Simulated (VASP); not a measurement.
Input of a VASP 6.6.1 run:

Contents of INCAR:

```
ALGO = Normal
EDIFF = 1E-7
ENCUT = 520
GGA = PE
ISIF = 2
ISMEAR = 0
LASPH = True
LCHARG = False
LREAL = False
LWAVE = False
NBANDS = 29
NELM = 60
PREC = Accurate
SIGMA = 0.1
```

File KPOINTS:

```
k-points
0
Gamma
  4 4 6
```

The input POSCAR:

```
B4MoRu
1.0
    3.1529134300     -3.1696424100      0.0000000000
    3.1529134300      3.1696424100      0.0000000000
    0.0000000000      0.0000000000      3.0666674500
B Mo Ru
4 1 1
Direct
    0.8092463600      0.8092463600      0.0000000000
    0.6982636500      0.3017363500      0.5000000000
    0.1907536400      0.1907536400      0.0000000000
    0.3017363500      0.6982636500      0.5000000000
    0.0000000000      0.0000000000      0.5000000000
    0.5000000000      0.5000000000      0.0000000000
```

Potentials or basis: VASP PAW PBE potentials, release 64 (B, Mo_sv, Ru_pv).

The run is started by

```bash
$ cat potpaw_PBE.64/B/POTCAR potpaw_PBE.64/Mo_sv/POTCAR potpaw_PBE.64/Ru_pv/POTCAR > POTCAR
$ mpirun -np 1 vasp_std > vasp.out
```

(1) Predict the pressure.

(2) Predict the band gap on the k mesh.

Answers

(1) 60.2 GPa.

(2) zero (band 20 reaches 9.11 eV, above the bottom of band 21 at 8.02 eV).

Caveat: forces of over 1 eV/Å act on the atoms, so gaps and moduli don't describe the material at rest.
